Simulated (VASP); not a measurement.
A run of VASP 6.6.1 is set up as follows.

The input INCAR:

```
  PREC = Accurate
  ENCUT = 520
  EDIFF = 1E-7
  ISMEAR = 0
  SIGMA = 0.02
  LREAL = False
  LASPH = True
  NELM = 150
  ALGO = Normal
  ISIF = 2
  LWAVE = False
  LCHARG = True
  LMAXMIX = 4
  LDAU = True
  LDAUTYPE = 2
  LDAUL = -1 2 -1
  LDAUU = 0 4 0
  LDAUJ = 0 0 0
  LDAUPRINT = 1
  GGA = PE
  LELF = True
  LVHAR = True
  NBANDS = 28
```

The input KPOINTS:

```
regular mesh
0
Gamma
  8 8 8
```

POSCAR

```
SrTiO3
1.0
    3.9471298193      0.0000000000      0.0000000000
    0.0000000000      3.9471298193      0.0000000000
    0.2368277892      0.0000000000      3.9471298193
Sr Ti O
1 1 3
Direct
    0.0000000000      0.0000000000      0.0000000000
    0.5000000000      0.5000000000      0.5000000000
    0.5000000000      0.0000000000      0.5000000000
    0.5000000000      0.5000000000      0.0000000000
    0.0000000000      0.5000000000      0.5000000000
```

Potentials or basis: VASP PAW PBE potentials, release 64 (Sr_sv, Ti_sv, O).

The run is started by

```console
$ cat potpaw_PBE.64/Sr_sv/POTCAR potpaw_PBE.64/Ti_sv/POTCAR potpaw_PBE.64/O/POTCAR > POTCAR
$ mpirun -np 1 vasp_std > vasp.out
```

Q: Predict the pressure.

A: 2.8 GPa.

Q: Predict the band gap on the k mesh.

A: 2.13 eV, indirect (least direct gap 2.42 eV).

Stress tensor (GPa, compression positive):
```
 2.63  0.00 -6.60
 0.00  2.83  0.00
-6.60  0.00  3.01
```

Caveat: the cell differs from its parent crystal (shear of c along a, cell held: +6.0 %). A k mesh can miss the band edges.
